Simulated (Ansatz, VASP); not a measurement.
# Two plane-wave programs on AlN

Contents of INCAR:

```
PREC = Accurate ; ENCUT = 520
EDIFF = 1E-6 ; ISMEAR = 0
SIGMA = 0.05 ; LREAL = F
LASPH = T ; NELM = 100
ALGO = Normal ; ISIF = 2
LWAVE = F ; LCHARG = F
GGA = PE ; NBANDS = 16
```

File KPOINTS:

```
regular mesh
0
Gamma
  9 9 6
```

POSCAR

```
AlN
1.0
    3.2081362066      0.0000000000      0.0000000000
   -1.6040681033      2.7783274538      0.0000000000
    0.0000000000      0.0000000000      5.1423802048
Al N
2 2
Direct
    0.3239719789      0.6666666667      0.0017290859
    0.6760280211      0.3333333333      0.5017290859
    0.3416130132      0.6666666667      0.3832709141
    0.6583869868      0.3333333333      0.8832709141
```

Input for Ansatz:

```yaml
crystal:
  lattice:
    - [3.2081362066, 0.0, 0.0]
    - [-1.6040681033, 2.7783274538, 0.0]
    - [0.0, 0.0, 5.1423802048]
  atoms:
    - { symbol: Al, position: [0.3239719789, 0.6666666667, 0.0017290859] }
    - { symbol: Al, position: [0.6760280211, 0.3333333333, 0.5017290859] }
    - { symbol: "N", position: [0.3416130132, 0.6666666667, 0.3832709141] }
    - { symbol: "N", position: [0.6583869868, 0.3333333333, 0.8832709141] }
basis:
  ecutwfc: 520.0
kpoints:
  mp_grid: { grid: [9, 9, 6] }
hamiltonian:
  xc: pbe
  pseudopotentials: { kind: paw, azcp: { folder: soft_1 } }
scf:
  occupations: { method: gaussian, width: 0.05 }
output:
  forces: true
  stress: true
  eigenvalues: true
  write_density: true
  write_potential: true
  elf: true
  volumetric_format: npy
```

Change from the starting cell: mode 4 frozen in at -0.029 Å, equal normal strain along x, y and z +0.0250.

Alike in both runs: task single point; functional PBE; k mesh 9 × 9 × 6; occupations gaussian, width 0.05 eV; no spin polarisation.

```csv
,VASP,Ansatz
version,VASP 6.6.1,Ansatz 0.2.0
potentials or method,"VASP PAW PBE potentials, release 64 (Al, N), cutoff 520 eV","scalar-relativistic, plane waves, PAW"
valence electrons in the cell,16,16
```

|  | VASP | Ansatz | Ansatz less VASP |
| --- | --- | --- | --- |
| gap on the k mesh at the Fermi level (eV) | 3.41 | 3.40 | -0.004 |
| least direct gap on the mesh (eV) | 3.41 | 3.40 | -0.004 |
| pressure (GPa) | -12.6 | -12.4 | +0.16 |
| traceless stress, the component that is largest in VASP (GPa) | 0.64 | 0.61 | -0.026 |
| rms of the force components (eV/Å) | 0.076 | 0.075 | -0.0003 |

Atom by atom the forces differ by 0.000 eV/Å (rms over components). The functional is the same, so the differences come from potentials, cutoffs and numerics.
